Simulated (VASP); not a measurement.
Write the native input for VASP 6.6.1 that does the following.

```yaml
Task: single point
Functional: r2SCAN
Potentials_or_basis: VASP PAW PBE potentials, release 64 (Ca_sv, O)
Cutoff: 520 eV
k_mesh: 10 × 10 × 10
Occupations: gaussian, width 0.01 eV
Spin: no spin polarisation
Dipole_correction: no
Further_INCAR_settings: ALGO = Normal; EDIFF = 1e-06; NBANDS = 15
```

Crystal: CaO.

```
Ca O
1.0
     0.00000    2.47355    2.39755
     2.47355    0.00000    2.39755
     2.47355    2.47355    0.00000
Ca O
1 1
Direct
  0.00000 0.00000 0.00000
  0.50000 0.50000 0.50000
```

This cell differs from its parent crystal: biaxial xy strain +3.2%.

One way to write it, as run:

POSCAR

```
CaO
1.0
    0.0000000000      2.4735525653      2.3975502232
    2.4735525653      0.0000000000      2.3975502232
    2.4735525653      2.4735525653      0.0000000000
Ca O
1 1
Direct
    0.0000000000      0.0000000000      0.0000000000
    0.5000000000      0.5000000000      0.5000000000
```

INCAR.step1

```
SYSTEM = CaO
PREC = Accurate ; ENCUT = 520
ISMEAR = 0 ; SIGMA = 0.01
LREAL = .FALSE. ; LASPH = .TRUE.
NELM = 80 ; NBANDS = 15
GGA = PE ; ALGO = Normal
EDIFF = 1E-4 ; LWAVE = .TRUE.
LCHARG = .FALSE.
```

INCAR.step2

```
SYSTEM = CaO
PREC = Accurate ; ENCUT = 520
EDIFF = 1E-6 ; ISMEAR = 0
SIGMA = 0.01 ; LREAL = .FALSE.
LASPH = .TRUE. ; NELM = 80
ALGO = Normal ; ISIF = 2
LWAVE = .FALSE. ; LCHARG = .FALSE.
METAGGA = R2SCAN ; LMIXTAU = .TRUE.
NBANDS = 15 ; ISTART = 1
```

KPOINTS

```
regular mesh
0
G
  10 10 10
  0 0 0
```

Potentials or basis: VASP PAW PBE potentials, release 64 (Ca_sv, O).

Run with:

```console
$ cat potpaw_PBE.64/Ca_sv/POTCAR potpaw_PBE.64/O/POTCAR > POTCAR
$ cp INCAR.step1 INCAR
$ mpirun -np 1 vasp_std > vasp.out
$ cp INCAR.step2 INCAR
$ mpirun -np 1 vasp_std > vasp.out
```

It gave:

| Item | Value |
| --- | --- |
| Pressure | -5.4 GPa |
| Band gap on the k mesh | 4.08 eV (least direct gap 4.56 eV) |

Caveat: the cell differs from its parent crystal (biaxial xy strain +3.2%); the cell stands under tension; the PAW data sets were made with another functional, which shifts forces and pressure a little.

Wall time 110 s on 1 thread of Intel(R) Xeon(R) Platinum 8488C (Sapphire Rapids) (shared host), peak memory 0.19 GiB.
